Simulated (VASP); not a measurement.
Wanted: the native input for a VASP 6.6.1 run.

- Task: relaxation of cell and atoms
- Functional: PBEsol
- Potentials or basis: VASP PAW PBE potentials, release 64 (Zr_sv, N)
- Cutoff: 600 eV
- k mesh: 16 × 16 × 16
- Occupations: fermi-dirac, width 0.15 eV
- Spin: no spin polarisation
- Target pressure: 4 GPa
- Dipole correction: no
- Further INCAR settings: ALGO = Normal; EDIFF = 1e-07; IBRION = 2; EDIFFG = -0.001; NSW = 80; ISIF = 3

The structure of ZrN lies in POSCAR:

```
ZrN
1.0
    0.0000000000      2.2765405740      2.2765405740
    2.2765405740      0.0000000000      2.2765405740
    2.2765405740      2.2765405740      0.0000000000
Zr N
1 1
Direct
    0.0000000000      0.0000000000      0.0000000000
    0.5000000000      0.5000000000      0.5000000000
```

The input as run:

INCAR

```
PREC = Accurate ; ENCUT = 600
EDIFF = 1E-7 ; ISMEAR = -1
SIGMA = 0.15 ; LREAL = False
LASPH = True ; NELM = 120
ALGO = Normal ; ISIF = 3
LWAVE = False ; LCHARG = False
GGA = PS ; IBRION = 2
NSW = 80 ; EDIFFG = -0.001
PSTRESS = 40.0 ; GGA_COMPAT = False
NELMIN = 4
```

KPOINTS

```
Automatic mesh
0
Gamma
  16 16 16
```

Potentials or basis: VASP PAW PBE potentials, release 64 (Zr_sv, N).

Launch:

```console
$ cat potpaw_PBE.64/Zr_sv/POTCAR potpaw_PBE.64/N/POTCAR > POTCAR
$ mpirun -np 1 vasp_std > vasp.out
```

Results of the run:

```
Relaxed volume                                             : 11.64 Å³/atom
Relaxed cell                                               : a = 3.205 Å, b = 3.205 Å, c = 3.205 Å, α = 60.00°, β = 60.00°, γ = 60.00°
Space group after relaxing (to 0.1 Å)                      : Fm-3m (No. 225)
Energy change on relaxing (the run minimises the enthalpy) : +2.1 meV/atom
Ionic steps                                                : 6
Pressure after relaxing                                    : 4.0 GPa
Band gap on the k mesh                                     : zero (an odd number of electrons rules out a gap without spin polarisation)
```

Caveat: the cell is relaxed towards a set pressure, so the run minimises the enthalpy, not the energy; the PAW data sets were made with another functional, which shifts forces and pressure a little.

Run time: 6 min on 1 thread of AMD EPYC 7R13, with other jobs on the host, peak memory 0.18 GiB.
